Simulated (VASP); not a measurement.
# GaN (I-4m2) in VASP: a series of runs, part 2 of 2

VASP 6.6.1.

### Step 3. Single point, r2SCAN (epitaxial xy strain -4.0%)

File POSCAR:

```
GaN
1.0
    0.0000000000      2.1589944395      2.3405572003
    2.1589944395      0.0000000000      2.3405572003
    2.1589944395      2.1589944395      0.0000000000
Ga N
1 1
Direct
    0.0000000000      0.0000000000      0.0000000000
    0.2500000000      0.2500000000      0.2500000000
```

File INCAR.step1:

```
ALGO = Normal
EDIFF = 1E-4
ENCUT = 520
GGA = PE
ISMEAR = 0
LASPH = True
LCHARG = False
LREAL = False
LWAVE = True
NBANDS = 16
NELM = 80
PREC = Accurate
SIGMA = 0.01
```

File INCAR.step2:

```
ALGO = Normal
EDIFF = 1E-6
ENCUT = 520
ISIF = 2
ISMEAR = 0
ISTART = 1
LASPH = True
LCHARG = True
LELF = True
LMIXTAU = True
LREAL = False
LVHAR = True
LWAVE = False
METAGGA = R2SCAN
NBANDS = 16
NELM = 80
PREC = Accurate
SIGMA = 0.01
```

File KPOINTS:

```
k-points
0
Gamma
  10 10 10
```

Potentials or basis: VASP PAW PBE potentials, release 64 (Ga_d, N).

Started as:

```bash
$ cat potpaw_PBE.64/Ga_d/POTCAR potpaw_PBE.64/N/POTCAR > POTCAR
$ cp INCAR.step1 INCAR
$ mpirun -np 1 vasp_std > vasp.out
$ cp INCAR.step2 INCAR
$ mpirun -np 1 vasp_std > vasp.out
```

It took 2.1 min on 1 thread of Intel Xeon 8259CL, shared host; peak memory 0.17 GiB.

It converged, with:

| Quantity | Value |
| --- | --- |
| Free energy | -21.8213 eV |
| Pressure | 9.6 GPa |
| Band gap on the k mesh | 2.27 eV |

Stress tensor (GPa, compression positive):
```
13.75  0.00  0.00
 0.00 13.75  0.00
 0.00  0.00  1.35
```

Levels at points of the mesh, in eV from the valence-band top:
| k point | band 7 | band 8 | band 9 | band 10 | band 11 | band 12 |
| --- | --- | --- | --- | --- | --- | --- |
| (0.00, 0.00, 0.00) | -0.45 | 0.00 | 0.00 | 2.27 | 11.14 | 11.14 |
| (0.50, 0.00, 0.00) | -7.61 | -1.54 | -0.86 | 5.15 | 9.57 | 10.75 |
| (0.50, 0.50, 0.00) | -7.18 | -2.65 | -2.65 | 4.09 | 8.29 | 11.99 |
| (0.50, 0.00, 0.50) | -6.24 | -3.31 | -3.26 | 3.48 | 6.94 | 13.19 |

Caveat: the cell differs from its parent crystal (epitaxial xy strain -4.0%); the stress differs along the axes, from 1 to 14 GPa; the structure was generated, so it needn't be the stable form of GaN; the PAW data sets were made with another functional, which shifts forces and pressure a little.

### Step 4. Single point, r2SCAN (epitaxial xy strain +2.0%)

File POSCAR:

```
GaN
1.0
    0.0000000000      2.2939315919      2.1991652385
    2.2939315919      0.0000000000      2.1991652385
    2.2939315919      2.2939315919      0.0000000000
Ga N
1 1
Direct
    0.0000000000      0.0000000000      0.0000000000
    0.2500000000      0.2500000000      0.2500000000
```

File INCAR.step1:

```
ALGO = Normal
EDIFF = 1E-4
ENCUT = 520
GGA = PE
ISMEAR = 0
LASPH = T
LCHARG = F
LREAL = F
LWAVE = T
NBANDS = 16
NELM = 100
PREC = Accurate
SIGMA = 0.01
```

File INCAR.step2:

```
ALGO = Normal
EDIFF = 1E-6
ENCUT = 520
ISIF = 2
ISMEAR = 0
ISTART = 1
LASPH = T
LCHARG = F
LMIXTAU = T
LREAL = F
LWAVE = F
METAGGA = R2SCAN
NBANDS = 16
NELM = 100
PREC = Accurate
SIGMA = 0.01
```

KPOINTS is that of step 3.

Started as:

```bash
$ cat potpaw_PBE.64/Ga_d/POTCAR potpaw_PBE.64/N/POTCAR > POTCAR
$ cp INCAR.step1 INCAR
$ mpirun -np 1 vasp_std > vasp.out
$ cp INCAR.step2 INCAR
$ mpirun -np 1 vasp_std > vasp.out
```

Run time: 2.3 min. Hardware: 1 thread of Intel Xeon 8259CL, shared host; peak memory 0.17 GiB.

Results (log left out):

- Free energy: -21.8847 eV
- Pressure: -2.3 GPa
- Band gap on the k mesh: 1.92 eV

Stress tensor (GPa, compression positive):
```
-3.95  0.00  0.00
 0.00 -3.95  0.00
 0.00  0.00  1.04
```

Levels at points of the mesh, in eV from the valence-band top:
```csv
k point,band 7,band 8,band 9,band 10,band 11,band 12
"(0.00, 0.00, 0.00)",-0.18,-0.18,0.00,1.92,10.73,10.87
"(0.50, 0.00, 0.00)",-7.20,-1.26,-0.95,4.92,9.27,10.51
"(0.50, 0.50, 0.00)",-5.98,-3.07,-3.07,3.48,6.58,12.78
"(0.50, 0.00, 0.50)",-6.44,-2.76,-2.73,3.74,7.29,12.16
```

Caveat: the cell differs from its parent crystal (epitaxial xy strain +2.0%); the structure was generated, so it needn't be the stable form of GaN; the PAW data sets were made with another functional, which shifts forces and pressure a little.

### Step 5. Single point, r2SCAN (epitaxial xy strain +3.0%)

File POSCAR:

```
GaN
1.0
    0.0000000000      2.3164211173      2.1730578193
    2.3164211173      0.0000000000      2.1730578193
    2.3164211173      2.3164211173      0.0000000000
Ga N
1 1
Direct
    0.0000000000      0.0000000000      0.0000000000
    0.2500000000      0.2500000000      0.2500000000
```

File INCAR.step1:

```
SYSTEM = GaN
PREC     = Accurate       ! precision mode
ENCUT    = 520            ! plane-wave cutoff, eV
ISMEAR   = 0              ! smearing method
SIGMA    = 0.01           ! smearing width, eV
LREAL    = .False.        ! projectors in reciprocal space
LASPH    = .True.         ! aspherical terms in the spheres
NELM     = 60             ! most SCF steps
NBANDS   = 16             ! bands
GGA      = PE             ! functional
ALGO     = Normal         ! electronic algorithm
EDIFF    = 1E-4           ! SCF threshold, eV
LWAVE    = .True.         ! write WAVECAR
LCHARG   = .False.        ! write CHGCAR
```

File INCAR.step2:

```
SYSTEM = GaN
PREC     = Accurate       ! precision mode
ENCUT    = 520            ! plane-wave cutoff, eV
EDIFF    = 1E-6           ! SCF threshold, eV
ISMEAR   = 0              ! smearing method
SIGMA    = 0.01           ! smearing width, eV
LREAL    = .False.        ! projectors in reciprocal space
LASPH    = .True.         ! aspherical terms in the spheres
NELM     = 60             ! most SCF steps
ALGO     = Normal         ! electronic algorithm
ISIF     = 2              ! what is computed and relaxed
LWAVE    = .False.        ! write WAVECAR
LCHARG   = .False.        ! write CHGCAR
METAGGA  = R2SCAN         ! meta-GGA
LMIXTAU  = .True.       
NBANDS   = 16             ! bands
ISTART   = 1
```

File KPOINTS:

```
Automatic mesh
0
Gamma
  10 10 10
  0 0 0
```

Started as:

```bash
$ cat potpaw_PBE.64/Ga_d/POTCAR potpaw_PBE.64/N/POTCAR > POTCAR
$ cp INCAR.step1 INCAR
$ mpirun -np 1 vasp_std > vasp.out
$ cp INCAR.step2 INCAR
$ mpirun -np 1 vasp_std > vasp.out
```

Wall time 2.2 min (1 thread of Intel Xeon 8259CL, shared host); peak memory 0.17 GiB.

Results (log left out):

```yaml
Free_energy: -21.8687 eV
Pressure: -3.8 GPa
Band_gap_on_the_k_mesh: 1.81 eV
```

Stress tensor (GPa, compression positive):
```
-6.22  0.00  0.00
 0.00 -6.22  0.00
 0.00  0.00  0.97
```

Levels at points of the mesh, in eV from the valence-band top:
| k point | band 7 | band 8 | band 9 | band 10 | band 11 | band 12 |
| --- | --- | --- | --- | --- | --- | --- |
| (0.00, 0.00, 0.00) | -0.26 | -0.26 | 0.00 | 1.81 | 10.60 | 10.80 |
| (0.50, 0.00, 0.00) | -7.19 | -1.37 | -0.92 | 4.76 | 9.19 | 10.26 |
| (0.50, 0.50, 0.00) | -5.84 | -3.20 | -3.20 | 3.36 | 6.24 | 12.88 |
| (0.50, 0.00, 0.50) | -6.53 | -2.73 | -2.69 | 3.74 | 7.31 | 11.94 |

Caveat: the cell differs from its parent crystal (epitaxial xy strain +3.0%); the stress differs along the axes, from -6 to 1 GPa; the structure was generated, so it needn't be the stable form of GaN; the PAW data sets were made with another functional, which shifts forces and pressure a little.

### Step 6. Single point, r2SCAN (epitaxial xy strain +4.0%)

File POSCAR:

```
GaN
1.0
    0.0000000000      2.3389106427      2.1467438436
    2.3389106427      0.0000000000      2.1467438436
    2.3389106427      2.3389106427      0.0000000000
Ga N
1 1
Direct
    0.0000000000      0.0000000000      0.0000000000
    0.2500000000      0.2500000000      0.2500000000
```

File INCAR.step1:

```
  ALGO = Normal
  EDIFF = 1E-4
  ENCUT = 520
  GGA = PE
  ISMEAR = 0
  LASPH = True
  LCHARG = False
  LREAL = False
  LWAVE = True
  NBANDS = 16
  NELM = 80
  PREC = Accurate
  SIGMA = 0.01
```

File INCAR.step2:

```
  ALGO = Normal
  EDIFF = 1E-6
  ENCUT = 520
  ISIF = 2
  ISMEAR = 0
  ISTART = 1
  LASPH = True
  LCHARG = True
  LELF = True
  LMIXTAU = True
  LREAL = False
  LVHAR = True
  LWAVE = False
  METAGGA = R2SCAN
  NBANDS = 16
  NELM = 80
  PREC = Accurate
  SIGMA = 0.01
```

File KPOINTS:

```
k-points
0
Gamma
  10 10 10
```

Potentials or basis: VASP PAW PBE potentials, release 64 (Ga_d, N).

Started as:

```bash
$ cat potpaw_PBE.64/Ga_d/POTCAR potpaw_PBE.64/N/POTCAR > POTCAR
$ cp INCAR.step1 INCAR
$ mpirun -np 1 vasp_std > vasp.out
$ cp INCAR.step2 INCAR
$ mpirun -np 1 vasp_std > vasp.out
```

Wall time 3.1 min (1 thread of Intel Xeon 8259CL, shared host); peak memory 0.18 GiB.

Results (log left out):

```yaml
Free_energy: -21.8465 eV
Pressure: -5.4 GPa
Band_gap_on_the_k_mesh: 1.70 eV
```

Stress tensor (GPa, compression positive):
```
-8.48  0.00  0.00
 0.00 -8.48  0.00
 0.00  0.00  0.88
```

Levels at points of the mesh, in eV from the valence-band top:
```
           k point  band 7  band 8  band 9  band 10  band 11  band 12
(0.00, 0.00, 0.00)   -0.34   -0.34    0.00     1.70    10.48    10.75
(0.50, 0.00, 0.00)   -7.18   -1.48   -0.89     4.59     9.11    10.03
(0.50, 0.50, 0.00)   -5.70   -3.32   -3.32     3.25     5.90    12.97
(0.50, 0.00, 0.50)   -6.62   -2.69   -2.63     3.75     7.34    11.73
```

Caveat: the cell differs from its parent crystal (epitaxial xy strain +4.0%); the stress differs along the axes, from -8 to 1 GPa; the structure was generated, so it needn't be the stable form of GaN; the PAW data sets were made with another functional, which shifts forces and pressure a little.

### Step 7. Overview

```tsv
level	cell	smearing	gap on the mesh (eV)	pressure (GPa)
PBE	a = 3.175, b = 3.175, c = 3.308 Å, angles 58.6, 58.6, 62.8°, 2 atoms	fermi-dirac 0.02 eV	1.31	-0.1
r2SCAN	a = 3.184, b = 3.184, c = 3.053 Å, angles 61.4, 61.4, 57.3°, 2 atoms	gaussian 0.01 eV	2.27	9.6
r2SCAN	a = 3.178, b = 3.178, c = 3.244 Å, angles 59.3, 59.3, 61.4°, 2 atoms	gaussian 0.01 eV	1.92	-2.3
r2SCAN	a = 3.176, b = 3.176, c = 3.276 Å, angles 59.0, 59.0, 62.1°, 2 atoms	gaussian 0.01 eV	1.81	-3.8
r2SCAN	a = 3.175, b = 3.175, c = 3.308 Å, angles 58.6, 58.6, 62.8°, 2 atoms	gaussian 0.01 eV	1.70	-5.4
```

Alike in all rows: task single point; potentials or basis VASP PAW PBE potentials, release 64 (Ga_d, N); no spin polarisation; k mesh 10 × 10 × 10; cutoff (eV) 520.

Caveats: the structure was generated, so it needn't be the stable form of GaN; the PAW data sets were made with another functional, which shifts forces and pressure a little (at least some runs); the stress differs along the axes, from -3 to 6 GPa (at least some runs); the stress differs along the axes, from 1 to 14 GPa (at least some runs); the stress differs along the axes, from -6 to 1 GPa (at least some runs); the stress differs along the axes, from -8 to 1 GPa (at least some runs).

Total energies depend on the potentials used, so only differences within one code and one set of settings carry meaning.
